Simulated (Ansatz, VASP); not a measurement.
## One calculation of Cs2KScF6, two programs

```
K Cs Sc F
1.0
     0.00000    4.66508    4.66508
     4.66508    0.00000    4.66508
     4.66508    4.66508    0.00000
K Cs Sc F
1 2 1 6
Direct
  0.50000 0.50000 0.50000
  0.25000 0.25000 0.25000
  0.75000 0.75000 0.75000
  0.00000 0.00000 0.00000
  0.78077 0.21923 0.21923
  0.21923 0.78077 0.78077
  0.21923 0.78077 0.21923
  0.78077 0.21923 0.78077
  0.21923 0.21923 0.78077
  0.78077 0.78077 0.21923
```

Alike in both runs: task single point; functional LDA; k mesh 3 × 3 × 3; no spin polarisation.

```csv
,VASP,Ansatz
version,VASP 6.6.1,Ansatz 0.2.0
potentials or method,"VASP PAW LDA potentials, release 64 (K_sv, Cs_sv, Sc_sv, F), cutoff 520 eV","plane waves, PAW"
occupations,"gaussian, width 0.01 eV",fixed
valence electrons in the cell,80,80
```

```tsv
	VASP	Ansatz	Ansatz less VASP
gap on the k mesh at the Fermi level (eV)	6.46	6.47	+0.011
```

LDA's correlation is that of Perdew and Zunger in VASP and of Perdew and Wang (1992) in Ansatz.

Spin-orbit coupling is off throughout.
